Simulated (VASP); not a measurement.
# NaCl (I4/mmm) in VASP: notebook

Runs on NaCl. Level: PBEsol. Tasks: single point.

All numbers are computed with VASP 6.6.1; they aren't measurements. Logs are shortened: lines on timing, memory, paths and dates and some standing lists are left out, and cuts for length are marked.

## Step 1: The cell of the first run

The structure is tetragonal, space group I4/mmm (No. 139). Conventional cell: a = 3.684 Å, b = 3.684 Å, c = 6.117 Å, α = 90.00°, β = 90.00°, γ = 90.00°. Within 3.4 Å of Na (site symmetry 4/mmm) lie 6 Cl at 2.61 to 3.06 Å. Within 3.4 Å of Cl (site symmetry 4/mmm) lie 6 Na at 2.61 to 3.06 Å.

## Step 2: Single point, PBEsol (strain -0.080 along x and y, +0.080 along z)

Contents of INCAR:

```
PREC = Accurate
ENCUT = 520
EDIFF = 1E-6
ISMEAR = 0
SIGMA = 0.05
LREAL = F
LASPH = T
NELM = 80
ALGO = Normal
ISIF = 2
LWAVE = F
LCHARG = T
GGA = PS
LELF = T
LVHAR = T
NBANDS = 14
```

Contents of KPOINTS:

```
regular mesh
0
Gamma
  8 8 8
```

Contents of POSCAR:

```
NaCl
1.0
    0.0000000000      2.6052100000      3.0582900000
    2.6052100000      0.0000000000      3.0582900000
    2.6052100000      2.6052100000      0.0000000000
Na Cl
1 1
Direct
    0.0000000000      0.0000000000      0.0000000000
    0.5000000000      0.5000000000      0.5000000000
```

Potentials or basis: VASP PAW PBE potentials, release 64 (Na_pv, Cl).

The run is started by

```console
$ cat potpaw_PBE.64/Na_pv/POTCAR potpaw_PBE.64/Cl/POTCAR > POTCAR
$ mpirun -np 1 vasp_std > vasp.out
```

OUTCAR:

```text
PREC = Accurate
   ENCUT = 520
   EDIFF = 1E-6
   ISMEAR = 0
   LREAL = F
   LASPH = T
   NELM = 80
   ISIF = 2
   GGA = PS

 ion  position               nearest neighbor table
   1  0.000  0.000  0.000-   2 2.61   2 2.61   2 2.61   2 2.61
   2  0.500  0.500  0.500-   1 2.61   1 2.61   1 2.61   1 2.61

  LATTYP: Found a body centered tetragonal cell.
 ALAT       =     3.6843233148
 C/A-ratio  =     1.6601637471

  Lattice vectors:

 A1 = (  -2.6052100000,   0.0000000000,   3.0582900000)
 A2 = (   2.6052100000,   0.0000000000,   3.0582900000)
 A3 = (   0.0000000000,   2.6052100000,  -3.0582900000)

Analysis of symmetry for initial positions (statically):
=====================================================================
 Subroutine PRICEL returns:
 Original cell was already a primitive cell.

 Routine SETGRP: Setting up the symmetry group for a
 body centered tetragonal supercell.

 Subroutine GETGRP returns: Found 16 space group operations
 (whereof 16 operations were pure point group operations)
 out of a pool of 16 trial point group operations.

The static configuration has the point symmetry D_4h.

Analysis of symmetry for dynamics (positions and initial velocities):
=====================================================================
 Subroutine PRICEL returns:
 Original cell was already a primitive cell.

 Routine SETGRP: Setting up the symmetry group for a
 body centered tetragonal supercell.

 Subroutine GETGRP returns: Found 16 space group operations
 (whereof 16 operations were pure point group operations)
 out of a pool of 16 trial point group operations.

The dynamic configuration has the point symmetry D_4h.

 Subroutine INISYM returns: Found 16 space group operations
 (whereof 16 operations are pure point group operations),
 and found     1 'primitive' translations

----------------------------------------------------------------------------------------

                                     Primitive cell

  volume of cell :      41.5140

  direct lattice vectors                    reciprocal lattice vectors
     0.000000000  2.605210000  3.058290000    -0.191923108  0.191923108  0.163490055
     2.605210000  0.000000000  3.058290000     0.191923108 -0.191923108  0.163490055
     2.605210000  2.605210000  0.000000000     0.191923108  0.191923108 -0.163490055

  length of vectors
     4.017493854  4.017493854  3.684323315     0.316856366  0.316856366  0.316856366

  position of ions in fractional coordinates (direct lattice)
     0.000000000  0.000000000  0.000000000
     0.500000000  0.500000000  0.500000000

  ion indices of the primitive-cell ions
   primitive index   ion index
                 1           1
                 2           2

----------------------------------------------------------------------------------------

 KPOINTS: regular mesh

Automatic generation of k-mesh.
 Grid dimensions read from file:
 generate k-points for:    8    8    8

 Generating k-lattice:

  Cartesian coordinates                     Fractional coordinates (reciprocal lattice)
    -0.023990388  0.023990388  0.020436257     0.125000000  0.000000000  0.000000000
     0.023990388 -0.023990388  0.020436257     0.000000000  0.125000000  0.000000000
     0.023990388  0.023990388 -0.020436257     0.000000000  0.000000000  0.125000000

  Length of vectors
     0.039607046  0.039607046  0.039607046

  Shift w.r.t. Gamma in fractional coordinates (k-lattice)
     0.000000000  0.000000000  0.000000000

 Subroutine IBZKPT returns following result:
 ===========================================

 Found     59 irreducible k-points:

 Following reciprocal coordinates:
            Coordinates               Weight
  0.000000  0.000000  0.000000      1.000000
  0.125000  0.000000  0.000000      8.000000
  0.250000  0.000000  0.000000      8.000000
  0.375000  0.000000  0.000000      8.000000
  0.500000  0.000000  0.000000      4.000000
  0.125000  0.125000  0.000000      2.000000
[... 16 lines left out ...]
  0.250000  0.000000  0.125000     16.000000
  0.375000  0.000000  0.125000     16.000000
 [... further k-points ...]
   k-points           NKPTS =     59   k-points in BZ     NKDIM =     59   number of bands    NBANDS=     14
   number of dos      NEDOS =    301   number of ions     NIONS =      2
   total plane-waves  NPLWV =  25200
   dimension x,y,z NGX =    30 NGY =   30 NGZ =   28
   dimension x,y,z NGXF=    60 NGYF=   60 NGZF=   56
   ions per type =               1   1
   NGX,Y,Z   is equivalent  to a cutoff of  12.41, 12.41, 12.63 a.u.
   NGXF,Y,Z  is equivalent  to a cutoff of  24.83, 24.83, 25.27 a.u.
 SYSTEM =  unknown system
   PREC   = accura    normal or accurate (medium, high low for compatibility)
   ISTART =      0    job   : 0-new  1-cont  2-samecut
   ICHARG =      2    charge: 1-file 2-atom 10-const
   ISPIN  =      1    spin polarized calculation?
   LNONCOLLINEAR =      F non collinear calculations
   LSORBIT =      F    spin-orbit coupling
   LASPH  =      T    aspherical Exc in radial PAW
   ENCUT  =  520.0 eV  38.22 Ry    6.18 a.u.   7.47  7.47  6.85*2*pi/ulx,y,z
   NELM   =     80;   NELMIN=  2; NELMDL= -5     # of ELM steps
   EDIFF  = 0.1E-05   stopping-criterion for ELM
   LREAL  =      F    real-space projection
   EDIFFG = 0.1E-04   stopping-criterion for IOM
   NSW    =      0    number of steps for IOM
   IBRION =     -1    ionic relax: 0-MD 1-quasi-New 2-CG
   NFREE  =      0    steps in history (QN), initial steepest desc. (CG)
   ISIF   =      2    stress and relaxation
   ISYM   =      2    0-nonsym 1-usesym 2-fastsym
   POTIM  = 0.5000    time-step for ionic-motion
   TEBEG  =    0.0;   TEEND  =   0.0 temperature during run
   PSTRESS=    0.0 pullay stress
   NELECT =      14.0000    total number of electrons
   NUPDOWN=      -1.0000    fix difference up-down
   EMIN   =  10.00;   EMAX   =-10.00  energy-range for DOS
   EFERMI =   0.00;   METHOD = LEGACY
   ISMEAR =     0;   SIGMA  =   0.05  broadening in eV -4-tet -1-fermi 0-gaus
   EFERMI_NEDOS =   21; number of points for ismear=-14 and -15
   IALGO  =     38    algorithm
   IMIX   =      4    mixing-type and parameters
     AMIX     =   0.40;   BMIX     =  1.00
     AMIX_MAG =   1.60;   BMIX_MAG =  1.00
  volume/ion in A,a.u.               =      20.76       140.08
  Fermi-wavevector in a.u.,A,eV,Ry     =   1.139513  2.153368 17.667042  1.298491
  Thomas-Fermi vector in A             =   2.276217
   LORBIT       =      0    0 simple, 1 ext, 2 COOP (PROOUT), +10 PAW based schemes
   GGA     = PS    functional components
   LHFCALC =     F    Hartree Fock is set to
   AEXX    =    0.0000 exact exchange contribution
   IVDW    =     0    specifies the selected vdW correction
   LEPSILON=     F    determine dielectric tensor
   LRPA    =     F    only Hartree local field effects (RPA)
 non-spin polarized calculation
 Gauss-broadening in eV      SIGMA  =   0.05
  energy-cutoff  :      520.00
  volume of cell :       41.51
 maximum number of plane-waves:      1143
 NGX is ok and might be reduce to    30
   NGX = 15   NGY = 15   NGZ = 13

 number of electron      14.0000002 magnetization

 Free energy of the ion-electron system (eV)
  ---------------------------------------------------
  ext. energy  EPLUGINS =         0.00000000
  ---------------------------------------------------
  free energy    TOTEN  =        -6.86787488 eV

  energy without entropy =       -6.86787488  energy(sigma->0) =       -6.86787488

 E-fermi :  -0.1222     XC(G=0):  -8.6422

 val. band max:       -0.3348521797   @ k =   0.0000   0.0000   0.0000
 cond. band min:       4.8968682393   @ k =   0.0000   0.0000   0.0000
 fundamental gap:      5.2317204190
 Fermi energy:        -0.1222449811

 k-point     1 :       0.0000    0.0000    0.0000
  band No.  band energies     occupation
      1     -20.8063      2.00000
      2     -20.7908      2.00000
      3     -20.7908      2.00000
      4     -13.1910      2.00000
      5      -0.3422      2.00000
      6      -0.3349      2.00000
      7      -0.3349      2.00000
      8       4.8969      0.00000
      9      10.0008      0.00000
     10      11.3153      0.00000
     11      11.3153      0.00000
     12      12.0589      0.00000
     13      14.0888      0.00000
     14      14.7754      0.00000

 k-point     2 :       0.1250    0.0000    0.0000
  band No.  band energies     occupation
      1     -20.8081      2.00000
      2     -20.7982      2.00000
      3     -20.7904      2.00000
      4     -13.1265      2.00000
      5      -0.7682      2.00000
      6      -0.4131      2.00000
      7      -0.3628      2.00000
      8       5.4229      0.00000
      9      10.0626      0.00000
     10      10.7340      0.00000
     11      11.5538      0.00000
     12      12.0441      0.00000
     13      13.7284      0.00000
     14      15.5552      0.00000

 k-point     3 :       0.2500    0.0000    0.0000
  band No.  band energies     occupation
      1     -20.8215      2.00000
      2     -20.8069      2.00000
      3     -20.7895      2.00000
      4     -12.9655      2.00000
      5      -1.6153      2.00000
      6      -0.5792      2.00000
      7      -0.4288      2.00000
      8       6.3844      0.00000
      9       9.7187      0.00000
     10      10.4936      0.00000
     11      11.9397      0.00000
     12      12.7993      0.00000
     13      13.5081      0.00000
     14      15.8644      0.00000
[... 324 lines left out ...]
 k-point    23 :       0.2500    0.0000    0.1250
  band No.  band energies     occupation
      1     -20.8174      2.00000
      2     -20.8077      2.00000
      3     -20.7944      2.00000
      4     -12.9588      2.00000
      5      -1.4785      2.00000
      6      -0.6288      2.00000
      7      -0.5425      2.00000
      8       6.4809      0.00000
      9       9.3537      0.00000
     10      11.0451      0.00000
     11      11.5478      0.00000
     12      12.3870      0.00000
     13      13.3852      0.00000
     14      16.7934      0.00000

 k-point    24 :       0.3750    0.0000    0.1250
  band No.  band energies     occupation
      1     -20.8356      2.00000
      2     -20.8099      2.00000
      3     -20.7932      2.00000
      4     -12.7996      2.00000
      5      -2.1439      2.00000
      6      -0.7354      2.00000
      7      -0.6824      2.00000
      8       7.1297      0.00000
      9       9.3858      0.00000
     10      10.7650      0.00000
     11      11.2776      0.00000
     12      13.5406      0.00000
     13      14.8684      0.00000
     14      16.7633      0.00000

 [... further k-points ...]

------------------------ aborting loop because EDIFF is reached ----------------------------------------

  FORCE on cell =-STRESS in cart. coord.  units (eV):
  Direction    XX          YY          ZZ          XY          YZ          ZX
  --------------------------------------------------------------------------------------
  -------------------------------------------------------------------------------------
  Total        1.6463584      1.6463584     -0.4590504      0.0000000      0.0000000      0.0000000
  in kB       63.5390652     63.5390652    -17.7164529      0.0000000      0.0000000      0.0000000
  external PRESSURE =      36.4538925 kB  Pullay stress =       0.0000000 kB

 VOLUME and BASIS-vectors are now :
 -----------------------------------------------------------------------------
  energy-cutoff  :      520.00
  volume of cell :       41.51
      direct lattice vectors                 reciprocal lattice vectors
     0.000000000  2.605210000  3.058290000    -0.191923108  0.191923108  0.163490055
     2.605210000  0.000000000  3.058290000     0.191923108 -0.191923108  0.163490055
     2.605210000  2.605210000  0.000000000     0.191923108  0.191923108 -0.163490055

 POSITION                                       TOTAL-FORCE (eV/Angst)
 -----------------------------------------------------------------------------------
      0.00000      0.00000      0.00000        -0.000000      0.000000     -0.000000
      2.60521      2.60521      3.05829         0.000000     -0.000000      0.000000
 -----------------------------------------------------------------------------------
    total drift:                               -0.000000      0.000000      0.000000

  FREE ENERGIE OF THE ION-ELECTRON SYSTEM (eV)
  ---------------------------------------------------
  free  energy   TOTEN  =        -6.8678748787 eV

  energy  without entropy=       -6.8678748787  energy(sigma->0) =       -6.86787488
```

Run time: 45 s. Hardware: 1 thread of Intel Xeon 8259CL, shared host; peak memory 0.17 GiB.

Results:

```yaml
Free_energy: -6.8679 eV
Pressure: 3.6 GPa
Band_gap_on_the_k_mesh: 5.23 eV
```

Stress tensor (GPa, compression positive):
```
 6.35  0.00  0.00
 0.00  6.35  0.00
 0.00  0.00 -1.77
```

Caveat: the cell differs from its parent crystal (strain -0.080 along x and y, +0.080 along z); the cell stands under pressure; the PAW data sets were made with another functional, which shifts forces and pressure a little.

## Step 3: Single point, PBEsol (strain +0.000 along x and y, -0.040 along z)

Contents of INCAR:

```
SYSTEM = NaCl
PREC     = Accurate       ! precision mode
ENCUT    = 520            ! plane-wave cutoff, eV
EDIFF    = 1E-6           ! SCF threshold, eV
ISMEAR   = 0              ! smearing method
SIGMA    = 0.05           ! smearing width, eV
LREAL    = .FALSE.        ! projectors in reciprocal space
LASPH    = .TRUE.         ! aspherical terms in the spheres
NELM     = 60             ! most SCF steps
ALGO     = Normal         ! electronic algorithm
ISIF     = 2              ! what is computed and relaxed
LWAVE    = .FALSE.        ! write WAVECAR
LCHARG   = .TRUE.         ! write CHGCAR
GGA      = PS             ! functional
LELF     = .TRUE.         ! ELF
LVHAR    = .TRUE.       
NBANDS   = 14             ! bands
```

Contents of KPOINTS:

```
regular mesh
0
G
  8 8 8
  0 0 0
```

Contents of POSCAR:

```
NaCl
1.0
    0.0000000000      2.8317500000      2.7184800000
    2.8317500000      0.0000000000      2.7184800000
    2.8317500000      2.8317500000      0.0000000000
Na Cl
1 1
Direct
    0.0000000000      0.0000000000      0.0000000000
    0.5000000000      0.5000000000      0.5000000000
```

Potentials or basis: VASP PAW PBE potentials, release 64 (Na_pv, Cl).

The run is started by

```console
$ cat potpaw_PBE.64/Na_pv/POTCAR potpaw_PBE.64/Cl/POTCAR > POTCAR
$ mpirun -np 1 vasp_std > vasp.out
```

Wall time 44 s (1 thread of Intel Xeon 8259CL, shared host); peak memory 0.18 GiB.

The run converged. Its results:

```yaml
Free_energy: -6.9906 eV
Pressure: 0.4 GPa
Band_gap_on_the_k_mesh: 5.03 eV
```

Stress tensor (GPa, compression positive):
```
-0.32  0.00  0.00
 0.00 -0.32  0.00
 0.00  0.00  1.72
```

Levels at points of the mesh, in eV from the valence-band top:
```
           k point  band 3  band 4  band 5  band 6  band 7  band 8  band 9  band 10  band 11  band 12
(0.00, 0.00, 0.00)  -20.60  -12.72   -0.04    0.00    0.00    5.03   10.92    10.92    11.23    13.01
(0.50, 0.00, 0.00)  -20.61  -12.35   -2.07   -0.32   -0.27    7.11   10.71    10.71    11.15    15.01
(0.50, 0.50, 0.00)  -20.62  -12.27   -1.77   -0.71   -0.71    7.51    7.75    11.58    14.68    14.68
(0.50, 0.00, 0.50)  -20.62  -12.31   -1.80   -0.68   -0.55    7.52    7.91    11.19    14.67    15.24
```

Caveat: the cell differs from its parent crystal (strain +0.000 along x and y, -0.040 along z); the PAW data sets were made with another functional, which shifts forces and pressure a little.
